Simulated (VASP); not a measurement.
BeS, 2 atoms in the cell. The structure is tetragonal, space group I-4m2 (No. 119). Conventional cell: a = 3.489 Å, b = 3.489 Å, c = 4.780 Å, α = 90.00°, β = 90.00°, γ = 90.00°. Within 2.8 Å of Be (site symmetry -4m2) lie 4 S at 2.11 Å. Within 2.8 Å of S (site symmetry -4m2) lie 4 Be at 2.11 Å.  This cell differs from its parent crystal: in-plane strain +0.02.

```yaml
Program: VASP 6.6.1
Task: single point
Functional: PBEsol
Potentials_or_basis: VASP PAW PBE potentials, release 64 (Be, S)
Cutoff: 520 eV
k_mesh: 8 × 8 × 8
Occupations: gaussian, width 0.01 eV
Spin: no spin polarisation
Dipole_correction: no
Further_INCAR_settings: ALGO = Normal; EDIFF = 1e-06; NBANDS = 11
```

Potentials or basis: VASP PAW PBE potentials, release 64 (Be, S).

Command:

```bash
$ cat potpaw_PBE.64/Be/POTCAR potpaw_PBE.64/S/POTCAR > POTCAR
$ mpirun -np 1 vasp_std > vasp.out
```

Hardware: 1 thread of Intel(R) Xeon(R) Platinum 8259CL CPU @ 2.50GHz (Skylake/Cascade Lake), with other jobs on the host.

Task: Estimate the wall time of this run.

Result: Run time: 17 s on 1 thread of Intel(R) Xeon(R) Platinum 8259CL CPU @ 2.50GHz (Skylake/Cascade Lake), on a shared host, peak memory 0.15 GiB. Counts: scf iterations 12, k points 59.
